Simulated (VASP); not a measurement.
## NbP: single point with BLYP+D3(BJ)

NbP:

```xyz
4
Lattice="-1.6579 1.6579 5.6415 1.6579 -1.6579 5.6415 1.6579 1.6579 -5.6415" Properties=species:S:1:pos:R:3 pbc="T T T"
Nb    1.6579    0.0000    2.8223
Nb    0.0000    0.0000    5.6431
P     0.0000    1.6579    3.7515
P     0.0000    0.0000    0.9307
```

| Property | Result |
| --- | --- |
| Program | VASP 6.6.1 |
| Task | single point |
| Functional | BLYP |
| Dispersion | D3(BJ) |
| Potentials or basis | VASP PAW PBE potentials, release 64 (Nb_sv, P) |
| Cutoff | 520 eV |
| k mesh | 11 × 11 × 11 |
| Occupations | fermi-dirac, width 0.05 eV |
| Spin | no spin polarisation |
| Dipole correction | no |
| Further INCAR settings | ALGO = Normal; EDIFF = 1e-06; NBANDS = 26 |

- Pressure: 0.0 GPa
- Band gap on the k mesh: 0.03 eV (least direct gap 0.05 eV)
- Dispersion energy per atom: -1.473 eV

Levels at points of the mesh, in eV from the valence-band top:
```csv
k point,band 16,band 17,band 18,band 19,band 20,band 21
"(0.00, 0.00, 0.00)",-1.68,-1.37,-1.37,0.82,1.64,2.81
```

Run time: 4 min on 1 thread of Intel(R) Xeon(R) 6975P-C (Granite Rapids) (shared host), peak memory 0.43 GiB.

Caveat: the PAW data sets were made with another functional, which shifts forces and pressure a little; an odd mesh through Γ misses points on the zone boundary, where band edges can lie.
